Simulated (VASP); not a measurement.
# Cs4Ti (P-43m) in VASP: notebook

The runs below take Cs4Ti through single point, relaxation of cell and atoms, with PBE.

Program: VASP 6.6.1. These are calculated values, not measurements. Logs are shortened: lines on timing, memory, paths and dates and some standing lists are left out, and cuts for length are marked.

**1. The cell of the first run**

Symmetry: P-43m, No. 215, cubic system. Conventional cell: a = 6.247 Å, b = 6.247 Å, c = 6.247 Å, α = 90.00°, β = 90.00°, γ = 90.00°. Within 3.6 Å of Cs (site symmetry 3m) lie 1 Ti at 2.71 Å. Ti (site symmetry -43m) has 4 Cs at 2.71 Å within 3.6 Å.

The cell was generated, and may not be a known phase.

**2. Single point, PBE**

Contents of INCAR:

```
SYSTEM = Cs4Ti
PREC = Accurate
ENCUT = 520
EDIFF = 1E-6
ISMEAR = 0
SIGMA = 0.1
LREAL = .False.
LASPH = .True.
NELM = 100
ALGO = Normal
ISIF = 2
LWAVE = .False.
LCHARG = .False.
GGA = PE
NBANDS = 32
```

Contents of KPOINTS:

```
Automatic mesh
0
Gamma
  4 4 4
  0 0 0
```

Contents of POSCAR:

```
Cs4Ti
1.0
    6.2470064900      0.0000000000      0.0000000000
    0.0000000000      6.2470064900      0.0000000000
    0.0000000000      0.0000000000      6.2470064900
Cs Ti
4 1
Direct
    0.2500000000      0.2500000000      0.2500000000
    0.7500000000      0.7500000000      0.2500000000
    0.2500000000      0.7500000000      0.7500000000
    0.7500000000      0.2500000000      0.7500000000
    0.0000000000      0.0000000000      0.0000000000
```

Potentials or basis: VASP PAW PBE potentials, release 64 (Cs_sv, Ti_sv).

Run with:

```
cat potpaw_PBE.64/Cs_sv/POTCAR potpaw_PBE.64/Ti_sv/POTCAR > POTCAR
mpirun -np 1 vasp_std > vasp.out
```

OUTCAR:

```text
SYSTEM = Cs4Ti
   PREC = Accurate
   ENCUT = 520
   EDIFF = 1E-6
   ISMEAR = 0
   LREAL = .False.
   LASPH = .True.
   NELM = 100
   ISIF = 2
   GGA = PE

 ion  position               nearest neighbor table
   1  0.250  0.250  0.250-   5 2.71
   2  0.750  0.750  0.250-   5 2.71
   3  0.250  0.750  0.750-   5 2.71
   4  0.750  0.250  0.750-   5 2.71
   5  0.000  0.000  0.000-   1 2.71   2 2.71   3 2.71   4 2.71

  LATTYP: Found a simple cubic cell.
 ALAT       =     6.2470064900

  Lattice vectors:

 A1 = (   6.2470064900,   0.0000000000,   0.0000000000)
 A2 = (   0.0000000000,   6.2470064900,   0.0000000000)
 A3 = (   0.0000000000,   0.0000000000,   6.2470064900)

Analysis of symmetry for initial positions (statically):
=====================================================================
 Subroutine PRICEL returns:
 Original cell was already a primitive cell.

 Routine SETGRP: Setting up the symmetry group for a
 simple cubic supercell.

 Subroutine GETGRP returns: Found 24 space group operations
 (whereof 24 operations were pure point group operations)
 out of a pool of 48 trial point group operations.

The static configuration has the point symmetry T_d .

Analysis of symmetry for dynamics (positions and initial velocities):
=====================================================================
 Subroutine PRICEL returns:
 Original cell was already a primitive cell.

 Routine SETGRP: Setting up the symmetry group for a
 simple cubic supercell.

 Subroutine GETGRP returns: Found 24 space group operations
 (whereof 24 operations were pure point group operations)
 out of a pool of 48 trial point group operations.

The dynamic configuration has the point symmetry T_d .

 Subroutine INISYM returns: Found 24 space group operations
 (whereof 24 operations are pure point group operations),
 and found     1 'primitive' translations

----------------------------------------------------------------------------------------

                                     Primitive cell

  volume of cell :     243.7900

  direct lattice vectors                    reciprocal lattice vectors
     6.247006490  0.000000000  0.000000000     0.160076671  0.000000000  0.000000000
     0.000000000  6.247006490  0.000000000     0.000000000  0.160076671  0.000000000
     0.000000000  0.000000000  6.247006490     0.000000000  0.000000000  0.160076671

  length of vectors
     6.247006490  6.247006490  6.247006490     0.160076671  0.160076671  0.160076671

  position of ions in fractional coordinates (direct lattice)
     0.250000000  0.250000000  0.250000000
     0.750000000  0.750000000  0.250000000
     0.250000000  0.750000000  0.750000000
     0.750000000  0.250000000  0.750000000
     0.000000000  0.000000000  0.000000000

  ion indices of the primitive-cell ions
   primitive index   ion index
                 1           1
                 2           2
                 3           3
                 4           4
                 5           5

----------------------------------------------------------------------------------------

 KPOINTS: Automatic mesh

Automatic generation of k-mesh.
 Grid dimensions read from file:
 generate k-points for:    4    4    4

 Generating k-lattice:

  Cartesian coordinates                     Fractional coordinates (reciprocal lattice)
     0.040019168  0.000000000  0.000000000     0.250000000  0.000000000  0.000000000
     0.000000000  0.040019168  0.000000000     0.000000000  0.250000000  0.000000000
     0.000000000  0.000000000  0.040019168     0.000000000  0.000000000  0.250000000

  Length of vectors
     0.040019168  0.040019168  0.040019168

  Shift w.r.t. Gamma in fractional coordinates (k-lattice)
     0.000000000  0.000000000  0.000000000

 Subroutine IBZKPT returns following result:
 ===========================================

 Found     10 irreducible k-points:

 Following reciprocal coordinates:
            Coordinates               Weight
  0.000000  0.000000  0.000000      1.000000
  0.250000  0.000000  0.000000      6.000000
  0.500000  0.000000  0.000000      3.000000
  0.250000  0.250000  0.000000     12.000000
  0.500000  0.250000  0.000000     12.000000
  0.500000  0.500000  0.000000      3.000000
  0.250000  0.250000  0.250000      8.000000
  0.500000  0.250000  0.250000     12.000000
  0.500000  0.500000  0.250000      6.000000
  0.500000  0.500000  0.500000      1.000000
   k-points           NKPTS =     10   k-points in BZ     NKDIM =     10   number of bands    NBANDS=     32
   number of dos      NEDOS =    301   number of ions     NIONS =      5
   total plane-waves  NPLWV = 110592
   dimension x,y,z NGX =    48 NGY =   48 NGZ =   48
   dimension x,y,z NGXF=    96 NGYF=   96 NGZF=   96
   ions per type =               4   1
   NGX,Y,Z   is equivalent  to a cutoff of  12.77, 12.77, 12.77 a.u.
   NGXF,Y,Z  is equivalent  to a cutoff of  25.55, 25.55, 25.55 a.u.
 SYSTEM =  Cs4Ti
   PREC   = accura    normal or accurate (medium, high low for compatibility)
   ISTART =      0    job   : 0-new  1-cont  2-samecut
   ICHARG =      2    charge: 1-file 2-atom 10-const
   ISPIN  =      1    spin polarized calculation?
   LNONCOLLINEAR =      F non collinear calculations
   LSORBIT =      F    spin-orbit coupling
   LASPH  =      T    aspherical Exc in radial PAW
   ENCUT  =  520.0 eV  38.22 Ry    6.18 a.u.  11.62 11.62 11.62*2*pi/ulx,y,z
   NELM   =    100;   NELMIN=  2; NELMDL= -5     # of ELM steps
   EDIFF  = 0.1E-05   stopping-criterion for ELM
   LREAL  =      F    real-space projection
   EDIFFG = 0.1E-04   stopping-criterion for IOM
   NSW    =      0    number of steps for IOM
   IBRION =     -1    ionic relax: 0-MD 1-quasi-New 2-CG
   NFREE  =      0    steps in history (QN), initial steepest desc. (CG)
   ISIF   =      2    stress and relaxation
   ISYM   =      2    0-nonsym 1-usesym 2-fastsym
   POTIM  = 0.5000    time-step for ionic-motion
   TEBEG  =    0.0;   TEEND  =   0.0 temperature during run
   PSTRESS=    0.0 pullay stress
   NELECT =      48.0000    total number of electrons
   NUPDOWN=      -1.0000    fix difference up-down
   EMIN   =  10.00;   EMAX   =-10.00  energy-range for DOS
   EFERMI =   0.00;   METHOD = LEGACY
   ISMEAR =     0;   SIGMA  =   0.10  broadening in eV -4-tet -1-fermi 0-gaus
   EFERMI_NEDOS =   21; number of points for ismear=-14 and -15
   IALGO  =     38    algorithm
   IMIX   =      4    mixing-type and parameters
     AMIX     =   0.40;   BMIX     =  1.00
     AMIX_MAG =   1.60;   BMIX_MAG =  1.00
  volume/ion in A,a.u.               =      48.76       329.04
  Fermi-wavevector in a.u.,A,eV,Ry     =   0.952394  1.799764 12.341222  0.907054
  Thomas-Fermi vector in A             =   2.080953
   LORBIT       =      0    0 simple, 1 ext, 2 COOP (PROOUT), +10 PAW based schemes
   GGA     = PE    functional components
   LHFCALC =     F    Hartree Fock is set to
   AEXX    =    0.0000 exact exchange contribution
   IVDW    =     0    specifies the selected vdW correction
   LEPSILON=     F    determine dielectric tensor
   LRPA    =     F    only Hartree local field effects (RPA)
 non-spin polarized calculation
 Gauss-broadening in eV      SIGMA  =   0.10
  energy-cutoff  :      520.00
  volume of cell :      243.79
 maximum number of plane-waves:      6704
 NGX is ok and might be reduce to    48
   NGX = 23   NGY = 23   NGZ = 23

 number of electron      47.9999990 magnetization

 Free energy of the ion-electron system (eV)
  ---------------------------------------------------
  ext. energy  EPLUGINS =         0.00000000
  ---------------------------------------------------
  free energy    TOTEN  =        -3.93811578 eV

  energy without entropy =       -3.85711141  energy(sigma->0) =       -3.89761359

 E-fermi :   2.7643     XC(G=0):  -7.7822

 val. band max:        2.7416334375   @ k =   0.5000   0.2500   0.0000
 cond. band min:       2.7686192023   @ k =   0.5000   0.5000   0.5000
 fundamental gap:      0.0269857648
 Fermi energy:         2.7642876354

 k-point     1 :       0.0000    0.0000    0.0000
  band No.  band energies     occupation
      1     -53.5786      2.00000
      2     -30.0235      2.00000
      3     -30.0235      2.00000
      4     -30.0235      2.00000
      5     -20.5723      2.00000
      6     -20.4248      2.00000
[... 24 lines left out ...]
     31       4.8598      0.00000
     32       4.8598      0.00000

 k-point     2 :       0.2500    0.0000    0.0000
  band No.  band energies     occupation
      1     -53.5786      2.00000
      2     -30.0235      2.00000
      3     -30.0234      2.00000
      4     -30.0234      2.00000
      5     -20.5515      2.00000
      6     -20.4461      2.00000
[... 24 lines left out ...]
     31       4.7462      0.00000
     32       4.9190      0.00000

 k-point     3 :       0.5000    0.0000    0.0000
  band No.  band energies     occupation
      1     -53.5786      2.00000
      2     -30.0235      2.00000
      3     -30.0234      2.00000
      4     -30.0234      2.00000
      5     -20.5095      2.00000
      6     -20.4885      2.00000
[... 24 lines left out ...]
     31       4.9324      0.00000
     32       5.0329      0.00000

 k-point     4 :       0.2500    0.2500    0.0000
  band No.  band energies     occupation
      1     -53.5786      2.00000
      2     -30.0235      2.00000
      3     -30.0235      2.00000
      4     -30.0234      2.00000
      5     -20.5335      2.00000
      6     -20.4451      2.00000
[... 164 lines left out ...]
     31       4.8557      0.00000
     32       5.1572      0.00000

 k-point     9 :       0.5000    0.5000    0.2500
  band No.  band energies     occupation
      1     -53.5786      2.00000
      2     -30.0235      2.00000
      3     -30.0235      2.00000
      4     -30.0234      2.00000
      5     -20.4766      2.00000
      6     -20.4563      2.00000
[... 24 lines left out ...]
     31       5.1010      0.00000
     32       5.1010      0.00000

 k-point    10 :       0.5000    0.5000    0.5000
  band No.  band energies     occupation
      1     -53.5786      2.00000
      2     -30.0235      2.00000
      3     -30.0235      2.00000
      4     -30.0235      2.00000
      5     -20.4762      2.00000
      6     -20.4561      2.00000
[... 24 lines left out ...]
     31       5.5725      0.00000
     32       5.5725      0.00000

------------------------ aborting loop because EDIFF is reached ----------------------------------------

  FORCE on cell =-STRESS in cart. coord.  units (eV):
  Direction    XX          YY          ZZ          XY          YZ          ZX
  --------------------------------------------------------------------------------------
  -------------------------------------------------------------------------------------
  Total        4.2874017      4.2874017      4.2874017     -0.0000000     -0.0000000      0.0000000
  in kB       28.1766198     28.1766198     28.1766198     -0.0000000     -0.0000000      0.0000000
  external PRESSURE =      28.1766198 kB  Pullay stress =       0.0000000 kB

 VOLUME and BASIS-vectors are now :
 -----------------------------------------------------------------------------
  energy-cutoff  :      520.00
  volume of cell :      243.79
      direct lattice vectors                 reciprocal lattice vectors
     6.247006490  0.000000000  0.000000000     0.160076671  0.000000000  0.000000000
     0.000000000  6.247006490  0.000000000     0.000000000  0.160076671  0.000000000
     0.000000000  0.000000000  6.247006490     0.000000000  0.000000000  0.160076671

 POSITION                                       TOTAL-FORCE (eV/Angst)
 -----------------------------------------------------------------------------------
      1.56175      1.56175      1.56175         0.614214      0.614214      0.614214
      4.68525      4.68525      1.56175        -0.614214     -0.614214      0.614214
      1.56175      4.68525      4.68525         0.614214     -0.614214     -0.614214
      4.68525      1.56175      4.68525        -0.614214      0.614214     -0.614214
      0.00000      0.00000      0.00000         0.000000      0.000000      0.000000
 -----------------------------------------------------------------------------------
    total drift:                                0.000000     -0.000000      0.000000

  FREE ENERGIE OF THE ION-ELECTRON SYSTEM (eV)
  ---------------------------------------------------
  free  energy   TOTEN  =        -3.9381157760 eV

  energy  without entropy=       -3.8571114074  energy(sigma->0) =       -3.89761359
```

It took 84 s on 1 thread of Intel Xeon Platinum 8259CL at 2.50GHz (Skylake/Cascade Lake), shared host; peak memory 0.35 GiB.

Results:

```yaml
Free_energy: -3.9381 eV
Pressure: 2.8 GPa
Band_gap_on_the_k_mesh: zero (bands 24 and 25 overlap by 0.49 eV)
```

Levels at points of the mesh, in eV from the Fermi level:
| k point | band 22 | band 23 | band 24 | band 25 | band 26 | band 27 |
| --- | --- | --- | --- | --- | --- | --- |
| (0.00, 0.00, 0.00) | -0.64 | -0.64 | -0.64 | -0.32 | -0.32 | 0.94 |
| (0.50, 0.00, 0.00) | -0.38 | -0.21 | -0.21 | 0.02 | 0.04 | 0.35 |
| (0.50, 0.50, 0.00) | -0.13 | 0.15 | 0.17 | 0.17 | 0.57 | 1.01 |
| (0.50, 0.50, 0.50) | 0.00 | 0.00 | 0.01 | 0.01 | 0.01 | 0.81 |

Caveat: spin-orbit coupling is left out, which moves the levels of the heavy elements.

**3. Relaxation of cell and atoms, PBE**

Contents of INCAR:

```
PREC = Accurate
ENCUT = 600
EDIFF = 1E-6
ISMEAR = 0
SIGMA = 0.1
LREAL = False
LASPH = True
NELM = 80
ALGO = Normal
ISIF = 3
LWAVE = False
LCHARG = False
GGA = PE
IBRION = 2
NSW = 90
EDIFFG = -0.04
```

Contents of KPOINTS:

```
Automatic mesh
0
Gamma
  4 4 4
```

POSCAR is that of step 2.

Potentials or basis: VASP PAW PBE potentials, release 64 (Cs_sv, Ti_sv).

Run with:

```
cat potpaw_PBE.64/Cs_sv/POTCAR potpaw_PBE.64/Ti_sv/POTCAR > POTCAR
mpirun -np 1 vasp_std > vasp.out
```

Run time: 53 min. Hardware: 1 thread of Intel Xeon Platinum 8259CL at 2.50GHz (Skylake/Cascade Lake), shared host; peak memory 0.41 GiB.

It converged, with:

| Property | Result |
| --- | --- |
| Free energy | -5.9401 eV |
| Relaxed volume | 98.55 Å³/atom |
| Relaxed cell | a = 7.899 Å, b = 7.899 Å, c = 7.899 Å, α = 90.00°, β = 90.00°, γ = 90.00° |
| Space group after relaxing (to 0.1 Å) | P-43m (No. 215) |
| Energy gained by relaxing | 400.3 meV/atom |
| Ionic steps | 13 |
| Pressure after relaxing | -0.1 GPa |
| Band gap on the k mesh | zero (bands 24 and 25 overlap by 0.06 eV) |

The path:
| step | energy change (eV) | largest force (eV/Å) | pressure (GPa) | volume (Å³) |
| --- | --- | --- | --- | --- |
| 1 | 0.0000 | 1.0652 | 2.80 | 243.79 |
| 2 | -0.6917 | 0.8860 | 2.20 | 275.12 |
| 3 | -1.8496 | 0.2023 | 0.59 | 384.99 |
| 4 | -1.5245 | 0.2257 | -0.34 | 685.28 |
| 5 | -1.9139 | 0.1187 | -0.67 | 517.55 |
| 6 | -1.9878 | 0.0257 | 0.14 | 438.52 |
| 7 | -1.9937 | 0.0511 | 0.07 | 450.10 |
| 8 | -1.9946 | 0.0620 | 0.07 | 455.21 |
| 9 | -1.9820 | 0.1164 | -0.07 | 485.71 |
| 10 | -1.9944 | 0.0733 | 0.03 | 460.56 |
| 11 | -1.9968 | 0.0662 | 0.03 | 463.72 |
| 12 | -2.0016 | 0.0441 | 0.01 | 473.27 |
| 13 | -2.0017 | 0.0051 | -0.05 | 492.76 |

Final structure:
```cif
data_structure
_symmetry_space_group_name_H-M 'P 1'
_symmetry_Int_Tables_number 1
_cell_length_a 7.8985
_cell_length_b 7.8985
_cell_length_c 7.8985
_cell_angle_alpha 90.000
_cell_angle_beta 90.000
_cell_angle_gamma 90.000
_cell_volume 492.76
loop_
_atom_site_label
_atom_site_type_symbol
_atom_site_fract_x
_atom_site_fract_y
_atom_site_fract_z
_atom_site_occupancy
Cs1 Cs 0.27368 0.27368 0.27368 1
Cs2 Cs 0.72632 0.72632 0.27368 1
Cs3 Cs 0.27368 0.72632 0.72632 1
Cs4 Cs 0.72632 0.27368 0.72632 1
Ti1 Ti 0.00000 0.00000 0.00000 1
```

Levels at points of the mesh, in eV from the Fermi level:
| k point | band 22 | band 23 | band 24 | band 25 | band 26 | band 27 |
| --- | --- | --- | --- | --- | --- | --- |
| (0.00, 0.00, 0.00) | -0.06 | -0.06 | 0.01 | 0.02 | 0.02 | 0.02 |
| (0.50, 0.00, 0.00) | -0.89 | -0.06 | 0.01 | 0.07 | 0.07 | 0.10 |
| (0.50, 0.50, 0.00) | -0.37 | -0.19 | -0.19 | -0.05 | 0.06 | 0.17 |
| (0.50, 0.50, 0.50) | 0.01 | 0.01 | 0.01 | 0.04 | 0.05 | 0.13 |

Caveat: the volume moved by over 15 % at a fixed basis, so the end points are rough; the highest band is partly filled, so the run has too few bands; spin-orbit coupling is left out, which moves the levels of the heavy elements.

(Continued in part 2 of 2.)

The gap in the log of VASP goes by the Fermi energy; the results here count the filled bands.